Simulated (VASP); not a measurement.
Write the native input for VASP 6.6.1 that does the following.

```yaml
Task: single point
Functional: PBE
Potentials_or_basis: VASP PAW PBE potentials, release 64 (Ga_d, N)
Cutoff: 520 eV
k_mesh: 10 × 10 × 10
Occupations: gaussian, width 0.021 eV
Spin: no spin polarisation
Dipole_correction: no
Further_INCAR_settings: ALGO = Normal; EDIFF = 1e-06; NBANDS = 16
```

The structure of GaN lies in POSCAR:

```
GaN
1.0
    0.0000000000      2.2535006075      2.2535006075
    2.2535006075      0.0000000000      2.2535006075
    2.2535006075      2.2535006075      0.0000000000
Ga N
1 1
Direct
    0.0000000000      0.0000000000      0.0000000000
    0.2500000000      0.2500000000      0.2500000000
```

One way to write it, as run:

INCAR

```
PREC = Accurate
ENCUT = 520
EDIFF = 1E-6
ISMEAR = 0
SIGMA = 0.020999999999999998
LREAL = F
LASPH = T
NELM = 80
ALGO = Normal
ISIF = 2
LWAVE = F
LCHARG = F
GGA = PE
NBANDS = 16
```

KPOINTS

```
regular mesh
0
Gamma
  10 10 10
```

Potentials or basis: VASP PAW PBE potentials, release 64 (Ga_d, N).

The run is started by

```sh
$ cat potpaw_PBE.64/Ga_d/POTCAR potpaw_PBE.64/N/POTCAR > POTCAR
$ mpirun -np 1 vasp_std > vasp.out
```

Results of the run:

```json
{
  "Pressure": "5.1 GPa",
  "Band gap on the k mesh": "1.72 eV, direct"
}
```

Wall time 17 s on 1 thread of AMD EPYC 7R43 64-Core Processor (Zen 3) (shared host), peak memory 0.11 GiB.
